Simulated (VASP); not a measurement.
# NaF (Fm-3m) in VASP: further runs

The runs below take NaF through single point, with PBEsol.

Program: VASP 6.6.1. These are calculated values, not measurements. Logs are shortened: lines on timing, memory, paths and dates and some standing lists are left out, and cuts for length are marked.

## Step 1: The cell of the first run

The structure is cubic, space group Fm-3m (No. 225). Conventional cell: a = 4.571 Å, b = 4.571 Å, c = 4.571 Å, α = 90.00°, β = 90.00°, γ = 90.00°. Na (site symmetry m-3m) has 6 F at 2.29 Å within 3.0 Å. F (site symmetry m-3m) has 6 Na at 2.29 Å within 3.0 Å.

## Step 2: Single point, PBEsol

The input, INCAR:

```
SYSTEM = NaF
ALGO = Normal ; EDIFF = 1E-6
ENCUT = 520 ; GGA = PS
ISIF = 2 ; ISMEAR = 0
LASPH = .True. ; LCHARG = .True.
LELF = .True. ; LREAL = .False.
LVHAR = .True. ; LWAVE = .False.
NBANDS = 14 ; NELM = 80
PREC = Accurate ; SIGMA = 0.01
```

The input, KPOINTS:

```
k-points
0
Gamma
  8 8 8
  0 0 0
```

The input, POSCAR:

```
NaF
1.0
    2.2857032682      2.2857032682      0.0000000000
   -2.2857032682      2.2857032682      0.0000000000
    0.0000000000      2.2857032682      2.2857032682
Na F
1 1
Direct
    0.0000000000      0.0000000000      0.0000000000
    0.5000000000      0.5000000000      0.0000000000
```

Potentials or basis: VASP PAW PBE potentials, release 64 (Na_pv, F).

Started as:

```
$ cat potpaw_PBE.64/Na_pv/POTCAR potpaw_PBE.64/F/POTCAR > POTCAR
$ mpirun -np 1 vasp_std > vasp.out
```

OUTCAR:

```text
SYSTEM = NaF
   EDIFF = 1E-6
   ENCUT = 520
   GGA = PS
   ISIF = 2
   ISMEAR = 0
   LASPH = .True.
   LREAL = .False.
   NELM = 80
   PREC = Accurate

 ion  position               nearest neighbor table
   1  0.000  0.000  0.000-   2 2.29   2 2.29   2 2.29   2 2.29   2 2.29   2 2.29
   2  0.500  0.500  0.000-   1 2.29   1 2.29   1 2.29   1 2.29   1 2.29   1 2.29

  LATTYP: Found a face centered cubic cell.
 ALAT       =     4.5714065364

  Lattice vectors:

 A1 = (   0.0000000000,   2.2857032682,   2.2857032682)
 A2 = (   2.2857032682,   0.0000000000,   2.2857032682)
 A3 = (   2.2857032682,   2.2857032682,   0.0000000000)

Analysis of symmetry for initial positions (statically):
=====================================================================
 Subroutine PRICEL returns:
 Original cell was already a primitive cell.

 Routine SETGRP: Setting up the symmetry group for a
 face centered cubic supercell.

 Subroutine GETGRP returns: Found 48 space group operations
 (whereof 48 operations were pure point group operations)
 out of a pool of 48 trial point group operations.

The static configuration has the point symmetry O_h .

Analysis of symmetry for dynamics (positions and initial velocities):
=====================================================================
 Subroutine PRICEL returns:
 Original cell was already a primitive cell.

 Routine SETGRP: Setting up the symmetry group for a
 face centered cubic supercell.

 Subroutine GETGRP returns: Found 48 space group operations
 (whereof 48 operations were pure point group operations)
 out of a pool of 48 trial point group operations.

The dynamic configuration has the point symmetry O_h .

 Subroutine INISYM returns: Found 48 space group operations
 (whereof 48 operations are pure point group operations),
 and found     1 'primitive' translations

----------------------------------------------------------------------------------------

                                     Primitive cell

  volume of cell :      23.8830

  direct lattice vectors                    reciprocal lattice vectors
     2.285703268  2.285703268  0.000000000     0.218751054  0.218751054 -0.218751054
    -2.285703268  2.285703268  0.000000000    -0.218751054  0.218751054 -0.218751054
     0.000000000  2.285703268  2.285703268     0.000000000  0.000000000  0.437502109

  length of vectors
     3.232472561  3.232472561  3.232472561     0.378887940  0.378887940  0.437502109

  position of ions in fractional coordinates (direct lattice)
     0.000000000  0.000000000  0.000000000
[... 83 lines left out ...]
   NFREE  =      0    steps in history (QN), initial steepest desc. (CG)
   ISIF   =      2    stress and relaxation
   ISYM   =      2    0-nonsym 1-usesym 2-fastsym
   POTIM  = 0.5000    time-step for ionic-motion
   TEBEG  =    0.0;   TEEND  =   0.0 temperature during run
   PSTRESS=    0.0 pullay stress
   NELECT =      14.0000    total number of electrons
   NUPDOWN=      -1.0000    fix difference up-down
   EMIN   =  10.00;   EMAX   =-10.00  energy-range for DOS
   EFERMI =   0.00;   METHOD = LEGACY
   ISMEAR =     0;   SIGMA  =   0.01  broadening in eV -4-tet -1-fermi 0-gaus
   EFERMI_NEDOS =   21; number of points for ismear=-14 and -15
   IALGO  =     38    algorithm
   IMIX   =      4    mixing-type and parameters
     AMIX     =   0.40;   BMIX     =  1.00
     AMIX_MAG =   1.60;   BMIX_MAG =  1.00
  volume/ion in A,a.u.               =      11.94        80.59
  Fermi-wavevector in a.u.,A,eV,Ry     =   1.370107  2.589126 25.540745  1.877192
  Thomas-Fermi vector in A             =   2.495922
   LORBIT       =      0    0 simple, 1 ext, 2 COOP (PROOUT), +10 PAW based schemes
   GGA     = PS    functional components
   LHFCALC =     F    Hartree Fock is set to
   AEXX    =    0.0000 exact exchange contribution
   IVDW    =     0    specifies the selected vdW correction
   LEPSILON=     F    determine dielectric tensor
   LRPA    =     F    only Hartree local field effects (RPA)
 non-spin polarized calculation
 Gauss-broadening in eV      SIGMA  =   0.01
  energy-cutoff  :      520.00
  volume of cell :       23.88
 maximum number of plane-waves:       660
   NGX = 13   NGY = 13   NGZ = 13

 number of electron      13.9999998 magnetization

 Free energy of the ion-electron system (eV)
  ---------------------------------------------------
  ext. energy  EPLUGINS =         0.00000000
  ---------------------------------------------------
  free energy    TOTEN  =        -8.76167049 eV

  energy without entropy =       -8.76167049  energy(sigma->0) =       -8.76167049

 E-fermi :  -1.8778     XC(G=0):  -9.5400

 val. band max:       -1.9961825215   @ k =   0.0000   0.0000   0.0000
 cond. band min:       4.3811111350   @ k =   0.0000   0.0000   0.0000
 fundamental gap:      6.3772936564
 Fermi energy:        -1.8778466379

 k-point     1 :       0.0000    0.0000    0.0000
  band No.  band energies     occupation
      1     -21.1260      2.00000
      2     -20.6467      2.00000
      3     -20.6467      2.00000
      4     -20.6467      2.00000
      5      -1.9962      2.00000
      6      -1.9962      2.00000
      7      -1.9962      2.00000
      8       4.3811      0.00000
      9      17.1313      0.00000
     10      17.1313      0.00000
     11      17.1313      0.00000
     12      19.8995      0.00000
     13      22.3341      0.00000
     14      22.3341      0.00000
[... 377 lines left out ...]
      1     -21.5309      2.00000
      2     -20.7112      2.00000
      3     -20.6833      2.00000
      4     -20.0535      2.00000
      5      -3.4042      2.00000
      6      -2.6194      2.00000
      7      -2.3624      2.00000
      8       9.8807      0.00000
      9      10.8940      0.00000
     10      15.4454      0.00000
     11      17.3282      0.00000
     12      20.5024      0.00000
     13      21.6067      0.00000
     14      26.5569      0.00000

 [... further k-points ...]
[... 5 lines left out ...]
  --------------------------------------------------------------------------------------
  -------------------------------------------------------------------------------------
  Total        0.2915673      0.2915673      0.2915673      0.0000000     -0.0000000      0.0000000
  in kB       19.5595919     19.5595919     19.5595919      0.0000000     -0.0000000      0.0000000
  external PRESSURE =      19.5595919 kB  Pullay stress =       0.0000000 kB

 VOLUME and BASIS-vectors are now :
 -----------------------------------------------------------------------------
  energy-cutoff  :      520.00
  volume of cell :       23.88
      direct lattice vectors                 reciprocal lattice vectors
     2.285703268  2.285703268  0.000000000     0.218751054  0.218751054 -0.218751054
    -2.285703268  2.285703268  0.000000000    -0.218751054  0.218751054 -0.218751054
     0.000000000  2.285703268  2.285703268     0.000000000  0.000000000  0.437502109

 POSITION                                       TOTAL-FORCE (eV/Angst)
 -----------------------------------------------------------------------------------
      0.00000      0.00000      0.00000         0.000000      0.000000      0.000000
      0.00000      2.28570      0.00000        -0.000000     -0.000000      0.000000
 -----------------------------------------------------------------------------------
    total drift:                                0.000000     -0.000000     -0.000000

  FREE ENERGIE OF THE ION-ELECTRON SYSTEM (eV)
  ---------------------------------------------------
  free  energy   TOTEN  =        -8.7616704923 eV

  energy  without entropy=       -8.7616704923  energy(sigma->0) =       -8.76167049
```

Run time: 9.6 s. Hardware: 1 thread of Intel Xeon 8259CL, shared host; peak memory 0.13 GiB.

What came out:

- Free energy: -8.7617 eV
- Pressure: 2.0 GPa
- Band gap on the k mesh: 6.38 eV

Levels at points of the mesh, in eV from the valence-band top:
```tsv
k point	band 4	band 5	band 6	band 7	band 8	band 9	band 10	band 11
(0.00, 0.00, 0.00)	-18.65	0.00	0.00	0.00	6.38	19.13	19.13	19.13
(0.50, 0.00, 0.00)	-17.90	-1.71	-0.28	-0.28	10.85	12.68	20.42	20.42
(0.50, 0.50, 0.00)	-18.71	-1.36	-0.43	-0.43	13.23	13.31	13.93	20.17
```

Caveat: the PAW data sets were made with another functional, which shifts forces and pressure a little.

## Step 3: Single point, PBEsol

This run uses another cell than the first one, of 11.56 Å³/atom.

The input, INCAR:

```
SYSTEM = NaF
PREC = Accurate ; ENCUT = 520
EDIFF = 1E-7 ; ISMEAR = 0
SIGMA = 0.01 ; LREAL = .FALSE.
LASPH = .TRUE. ; NELM = 100
ALGO = Normal ; ISIF = 2
LWAVE = .FALSE. ; LCHARG = .FALSE.
GGA = PS ; NBANDS = 14
```

The input, KPOINTS:

```
regular mesh
0
G
  8 8 8
  0 0 0
```

The input, POSCAR:

```
NaF
1.0
    2.2613454512      2.2613454512      0.0000000000
   -2.2613454512      2.2613454512      0.0000000000
    0.0000000000      2.2613454512      2.2613454512
Na F
1 1
Direct
    0.0000000000      0.0000000000      0.0000000000
    0.5000000000      0.5000000000      0.0000000000
```

Potentials or basis: VASP PAW PBE potentials, release 64 (Na_pv, F).

Started as:

```
$ cat potpaw_PBE.64/Na_pv/POTCAR potpaw_PBE.64/F/POTCAR > POTCAR
$ mpirun -np 1 vasp_std > vasp.out
```

Wall time 9.9 s (1 thread of Intel Xeon 8259CL, shared host); peak memory 0.13 GiB.

The run converged. Its results:

```yaml
Free_energy: -8.7462 eV
Pressure: 4.1 GPa
Band_gap_on_the_k_mesh: 6.56 eV
```

Levels at points of the mesh, in eV from the valence-band top:
```csv
k point,band 4,band 5,band 6,band 7,band 8,band 9,band 10,band 11
"(0.00, 0.00, 0.00)",-18.56,0.00,0.00,0.00,6.56,19.35,19.35,19.35
"(0.50, 0.00, 0.00)",-17.81,-1.79,-0.30,-0.30,11.05,12.96,20.77,20.77
"(0.50, 0.50, 0.00)",-18.63,-1.42,-0.45,-0.45,13.33,13.58,14.26,20.60
```

Caveat: the cell stands under pressure; the PAW data sets were made with another functional, which shifts forces and pressure a little.

## Step 4: Single point, PBEsol

This run uses another cell than the first one, of 11.56 Å³/atom.

The input, INCAR:

```
  PREC = Accurate
  ENCUT = 520
  EDIFF = 1E-6
  ISMEAR = 0
  SIGMA = 0.01
  LREAL = False
  LASPH = True
  NELM = 60
  ALGO = Normal
  ISIF = 2
  LWAVE = False
  LCHARG = False
  GGA = PS
  NBANDS = 14
```

The input, KPOINTS:

```
Automatic mesh
0
Gamma
  8 8 8
```

POSCAR is that of step 3.

Started as:

```
$ cat potpaw_PBE.64/Na_pv/POTCAR potpaw_PBE.64/F/POTCAR > POTCAR
$ mpirun -np 1 vasp_std > vasp.out
```

It took 10 s on 1 thread of Intel Xeon 8259CL, shared host; peak memory 0.13 GiB.

The run converged. Its results:

```yaml
Free_energy: -8.7462 eV
Pressure: 4.0 GPa
Band_gap_on_the_k_mesh: 6.56 eV
```

Levels at points of the mesh, in eV from the valence-band top:
| k point | band 5 | band 6 | band 7 | band 8 | band 9 | band 10 |
| --- | --- | --- | --- | --- | --- | --- |
| (0.00, 0.00, 0.00) | 0.00 | 0.00 | 0.00 | 6.56 | 19.35 | 19.35 |
| (0.50, 0.00, 0.00) | -1.79 | -0.30 | -0.30 | 11.05 | 12.96 | 20.77 |
| (0.50, 0.50, 0.00) | -1.42 | -0.45 | -0.45 | 13.33 | 13.58 | 14.25 |

Caveat: the cell stands under pressure; the PAW data sets were made with another functional, which shifts forces and pressure a little.
